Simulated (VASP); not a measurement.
# TiCo (Pm-3m) in VASP: notebook

Runs on TiCo. Level: PBEsol. Tasks: single point.

Everything below comes from runs of VASP 6.6.1. Logs are shortened: lines on timing, memory, paths and dates and some standing lists are left out, and cuts for length are marked.

### Step 1. The cell of the first run

Symmetry: Pm-3m, No. 221, cubic system. The conventional cell has a = 2.986 Å, b = 2.986 Å, c = 2.986 Å, α = 90.00°, β = 90.00°, γ = 90.00°. Within 3.4 Å of Ti (site symmetry m-3m) lie 8 Co at 2.59 Å and 6 Ti at 2.99 Å. Within 3.4 Å of Co (site symmetry m-3m) lie 8 Ti at 2.59 Å and 6 Co at 2.99 Å.

### Step 2. Single point, PBEsol, collinear spin, ferromagnetic start

INCAR

```
SYSTEM = TiCo
PREC = Accurate
ENCUT = 520
EDIFF = 1E-6
ISMEAR = -1
SIGMA = 0.1
LREAL = .False.
LASPH = .True.
NELM = 150
ALGO = Normal
ISIF = 2
LWAVE = .False.
LCHARG = .True.
ISPIN = 2
MAGMOM = 0 3.2
LORBIT = 11
LMAXMIX = 4
GGA = PS
LELF = .True.
LVHAR = .True.
NBANDS = 22
```

KPOINTS

```
regular mesh
0
Gamma
  11 11 11
  0 0 0
```

POSCAR

```
TiCo
1.0
    2.9861100000      0.0000000000      0.0000000000
    0.0000000000      2.9861100000      0.0000000000
    0.0000000000      0.0000000000      2.9861100000
Ti Co
1 1
Direct
    0.0000000000      0.0000000000      0.0000000000
    0.5000000000      0.5000000000      0.5000000000
```

Potentials or basis: VASP PAW PBE potentials, release 64 (Ti_sv, Co).

Launch:

```
> cat potpaw_PBE.64/Ti_sv/POTCAR potpaw_PBE.64/Co/POTCAR > POTCAR
> mpirun -np 1 vasp_std > vasp.out
```

OUTCAR:

```text
SYSTEM = TiCo
   PREC = Accurate
   ENCUT = 520
   EDIFF = 1E-6
   ISMEAR = -1
   LREAL = .False.
   LASPH = .True.
   NELM = 150
   ISIF = 2
   ISPIN = 2
   LORBIT = 11
   GGA = PS

 ion  position               nearest neighbor table
   1  0.000  0.000  0.000-   2 2.59   2 2.59   2 2.59   2 2.59   2 2.59   2 2.59   2 2.59   2 2.59

   2  0.500  0.500  0.500-   1 2.59   1 2.59   1 2.59   1 2.59   1 2.59   1 2.59   1 2.59   1 2.59

  LATTYP: Found a simple cubic cell.
 ALAT       =     2.9861100000

  Lattice vectors:

 A1 = (   2.9861100000,   0.0000000000,   0.0000000000)
 A2 = (   0.0000000000,   2.9861100000,   0.0000000000)
 A3 = (   0.0000000000,   0.0000000000,   2.9861100000)

Analysis of symmetry for initial positions (statically):
=====================================================================
 Subroutine PRICEL returns:
 Original cell was already a primitive cell.

 Routine SETGRP: Setting up the symmetry group for a
 simple cubic supercell.

 Subroutine GETGRP returns: Found 48 space group operations
 (whereof 48 operations were pure point group operations)
 out of a pool of 48 trial point group operations.

The static configuration has the point symmetry O_h .

Analysis of symmetry for dynamics (positions and initial velocities):
=====================================================================
 Subroutine PRICEL returns:
 Original cell was already a primitive cell.

 Routine SETGRP: Setting up the symmetry group for a
 simple cubic supercell.

 Subroutine GETGRP returns: Found 48 space group operations
 (whereof 48 operations were pure point group operations)
 out of a pool of 48 trial point group operations.

The dynamic configuration has the point symmetry O_h .

Analysis of structural, dynamic, and magnetic symmetry:
=====================================================================
 Subroutine PRICEL returns:
 Original cell was already a primitive cell.

 Routine SETGRP: Setting up the symmetry group for a
 simple cubic supercell.

 Subroutine GETGRP returns: Found 48 space group operations
 (whereof 48 operations were pure point group operations)
 out of a pool of 48 trial point group operations.

The overall configuration has the point symmetry O_h .

 Subroutine INISYM returns: Found 48 space group operations
 (whereof 48 operations are pure point group operations),
 and found     1 'primitive' translations

----------------------------------------------------------------------------------------

                                     Primitive cell

  volume of cell :      26.6267

  direct lattice vectors                    reciprocal lattice vectors
     2.986110000  0.000000000  0.000000000     0.334883846  0.000000000  0.000000000
     0.000000000  2.986110000  0.000000000     0.000000000  0.334883846  0.000000000
     0.000000000  0.000000000  2.986110000     0.000000000  0.000000000  0.334883846

  length of vectors
     2.986110000  2.986110000  2.986110000     0.334883846  0.334883846  0.334883846

  position of ions in fractional coordinates (direct lattice)
     0.000000000  0.000000000  0.000000000
     0.500000000  0.500000000  0.500000000

  ion indices of the primitive-cell ions
   primitive index   ion index
                 1           1
                 2           2

----------------------------------------------------------------------------------------

 KPOINTS: regular mesh

Automatic generation of k-mesh.
 Grid dimensions read from file:
 generate k-points for:   11   11   11

 Generating k-lattice:

  Cartesian coordinates                     Fractional coordinates (reciprocal lattice)
     0.030443986  0.000000000  0.000000000     0.090909091  0.000000000  0.000000000
     0.000000000  0.030443986  0.000000000     0.000000000  0.090909091  0.000000000
     0.000000000  0.000000000  0.030443986     0.000000000  0.000000000  0.090909091

  Length of vectors
     0.030443986  0.030443986  0.030443986

  Shift w.r.t. Gamma in fractional coordinates (k-lattice)
     0.000000000  0.000000000  0.000000000

 Subroutine IBZKPT returns following result:
 ===========================================

 Found     56 irreducible k-points:

 Following reciprocal coordinates:
            Coordinates               Weight
  0.000000  0.000000  0.000000      1.000000
  0.090909  0.000000  0.000000      6.000000
  0.181818  0.000000  0.000000      6.000000
  0.272727  0.000000  0.000000      6.000000
  0.363636  0.000000  0.000000      6.000000
  0.454545  0.000000  0.000000      6.000000
[... 16 lines left out ...]
  0.181818  0.090909  0.090909     24.000000
  0.272727  0.090909  0.090909     24.000000
 [... further k-points ...]
   k-points           NKPTS =     56   k-points in BZ     NKDIM =     56   number of bands    NBANDS=     22
   number of dos      NEDOS =    301   number of ions     NIONS =      2
   total plane-waves  NPLWV =  13824
   dimension x,y,z NGX =    24 NGY =   24 NGZ =   24
   dimension x,y,z NGXF=    48 NGYF=   48 NGZF=   48
   ions per type =               1   1
   NGX,Y,Z   is equivalent  to a cutoff of  13.36, 13.36, 13.36 a.u.
   NGXF,Y,Z  is equivalent  to a cutoff of  26.72, 26.72, 26.72 a.u.
 SYSTEM =  TiCo
   PREC   = accura    normal or accurate (medium, high low for compatibility)
   ISTART =      0    job   : 0-new  1-cont  2-samecut
   ICHARG =      2    charge: 1-file 2-atom 10-const
   ISPIN  =      2    spin polarized calculation?
   LNONCOLLINEAR =      F non collinear calculations
   LSORBIT =      F    spin-orbit coupling
   LASPH  =      T    aspherical Exc in radial PAW
   ENCUT  =  520.0 eV  38.22 Ry    6.18 a.u.   5.55  5.55  5.55*2*pi/ulx,y,z
   NELM   =    150;   NELMIN=  2; NELMDL= -5     # of ELM steps
   EDIFF  = 0.1E-05   stopping-criterion for ELM
   LREAL  =      F    real-space projection
   EDIFFG = 0.1E-04   stopping-criterion for IOM
   NSW    =      0    number of steps for IOM
   IBRION =     -1    ionic relax: 0-MD 1-quasi-New 2-CG
   NFREE  =      0    steps in history (QN), initial steepest desc. (CG)
   ISIF   =      2    stress and relaxation
   ISYM   =      2    0-nonsym 1-usesym 2-fastsym
   POTIM  = 0.5000    time-step for ionic-motion
   TEBEG  =    0.0;   TEEND  =   0.0 temperature during run
   PSTRESS=    0.0 pullay stress
   NELECT =      21.0000    total number of electrons
   NUPDOWN=      -1.0000    fix difference up-down
   EMIN   =  10.00;   EMAX   =-10.00  energy-range for DOS
   EFERMI =   0.00;   METHOD = LEGACY
   ISMEAR =    -1;   SIGMA  =   0.10  broadening in eV -4-tet -1-fermi 0-gaus
   EFERMI_NEDOS =   21; number of points for ismear=-14 and -15
   IALGO  =     38    algorithm
   IMIX   =      4    mixing-type and parameters
     AMIX     =   0.40;   BMIX     =  1.00
     AMIX_MAG =   1.60;   BMIX_MAG =  1.00
  volume/ion in A,a.u.               =      13.31        89.84
  Fermi-wavevector in a.u.,A,eV,Ry     =   1.512547  2.858299 31.127375  2.287798
  Thomas-Fermi vector in A             =   2.622456
   LORBIT       =     11    0 simple, 1 ext, 2 COOP (PROOUT), +10 PAW based schemes
   GGA     = PS    functional components
   LHFCALC =     F    Hartree Fock is set to
   AEXX    =    0.0000 exact exchange contribution
   IVDW    =     0    specifies the selected vdW correction
   LEPSILON=     F    determine dielectric tensor
   LRPA    =     F    only Hartree local field effects (RPA)
 spin polarized calculation
  energy-cutoff  :      520.00
  volume of cell :       26.63
 maximum number of plane-waves:       739
 NGX is ok and might be reduce to    24
   NGX = 11   NGY = 11   NGZ = 11

 number of electron      20.9999983 magnetization       0.6375514

 Free energy of the ion-electron system (eV)
  ---------------------------------------------------
  ext. energy  EPLUGINS =         0.00000000
  ---------------------------------------------------
  free energy    TOTEN  =       -16.90258961 eV

  energy without entropy =      -16.82567378  energy(sigma->0) =      -16.86413169

 E-fermi :   9.7512     XC(G=0): -12.7323

 val. band max:        9.7374111138   @ k =   0.3636   0.2727   0.0000
 cond. band min:       9.7591439448   @ k =   0.3636   0.2727   0.2727
 fundamental gap:      0.0217328310
 Fermi energy:         9.7512035963

 spin component 1

 k-point     1 :       0.0000    0.0000    0.0000
  band No.  band energies     occupation
      1     -47.1560      1.00000
      2     -23.3473      1.00000
      3     -23.3473      1.00000
      4     -23.3473      1.00000
      5       2.0694      1.00000
      6       5.7251      1.00000
[... 14 lines left out ...]
     21      29.0461      0.00000
     22      30.6821      0.00000
[... 552 lines left out ...]
  band No.  band energies     occupation
      1     -47.1327      1.00000
      2     -23.5163      1.00000
      3     -23.3565      1.00000
      4     -23.3547      1.00000
      5       3.7245      1.00000
      6       6.3425      1.00000
[... 14 lines left out ...]
     21      27.9798      0.00000
     22      28.1390      0.00000

 [... further k-points ...]

 spin component 2

 k-point     1 :       0.0000    0.0000    0.0000
  band No.  band energies     occupation
      1     -47.1729      1.00000
      2     -23.3653      1.00000
      3     -23.3653      1.00000
      4     -23.3653      1.00000
      5       2.0745      1.00000
      6       6.1836      1.00000
[... 14 lines left out ...]
     21      29.1647      0.00000
     22      30.6147      0.00000
[... 552 lines left out ...]
  band No.  band energies     occupation
      1     -47.1495      1.00000
      2     -23.5354      1.00000
      3     -23.3747      1.00000
      4     -23.3729      1.00000
      5       3.7371      1.00000
      6       6.7850      1.00000
[... 14 lines left out ...]
     21      27.9483      0.00000
     22      28.1481      0.00000

 [... further k-points ...]

------------------------ aborting loop because EDIFF is reached ----------------------------------------

  FORCE on cell =-STRESS in cart. coord.  units (eV):
  Direction    XX          YY          ZZ          XY          YZ          ZX
  --------------------------------------------------------------------------------------
  -------------------------------------------------------------------------------------
  Total       -1.3868294     -1.3868294     -1.3868294     -0.0000000      0.0000000     -0.0000000
  in kB      -83.4480541    -83.4480541    -83.4480541     -0.0000000      0.0000000     -0.0000000
  external PRESSURE =     -83.4480541 kB  Pullay stress =       0.0000000 kB

 VOLUME and BASIS-vectors are now :
 -----------------------------------------------------------------------------
  energy-cutoff  :      520.00
  volume of cell :       26.63
      direct lattice vectors                 reciprocal lattice vectors
     2.986110000  0.000000000  0.000000000     0.334883846  0.000000000  0.000000000
     0.000000000  2.986110000  0.000000000     0.000000000  0.334883846  0.000000000
     0.000000000  0.000000000  2.986110000     0.000000000  0.000000000  0.334883846

 POSITION                                       TOTAL-FORCE (eV/Angst)
 -----------------------------------------------------------------------------------
      0.00000      0.00000      0.00000         0.000000      0.000000      0.000000
      1.49306      1.49306      1.49306         0.000000      0.000000      0.000000
 -----------------------------------------------------------------------------------
    total drift:                                0.000000      0.000000     -0.000000

  FREE ENERGIE OF THE ION-ELECTRON SYSTEM (eV)
  ---------------------------------------------------
  free  energy   TOTEN  =       -16.9025896098 eV

  energy  without entropy=      -16.8256737800  energy(sigma->0) =      -16.86413169

 total charge

# of ion       s       p       d       tot
------------------------------------------
    1        2.248   6.180   1.857  10.286
    2        0.523   0.452   7.319   8.295
--------------------------------------------------
tot          2.771   6.632   9.177  18.580

 magnetization (x)

# of ion       s       p       d       tot
------------------------------------------
    1       -0.002  -0.010  -0.020  -0.032
    2        0.022  -0.004   0.688   0.705
--------------------------------------------------
tot          0.019  -0.014   0.668   0.673
```

It took 30 s on 1 thread of Intel Xeon 6975P-C (Granite Rapids), shared host; peak memory 0.18 GiB.

Results:

* Free energy: -16.9026 eV
* Pressure: -8.3 GPa
* Net moment: 0.64 μB per cell
* Site moments: Ti -0.03; Co +0.70 μB
* Valence electrons inside the program's atomic spheres: Ti 10.29; Co 8.29

Caveat: the PAW data sets were made with another functional, which shifts forces and pressure a little.

(Part 1 of 2 ends here.)
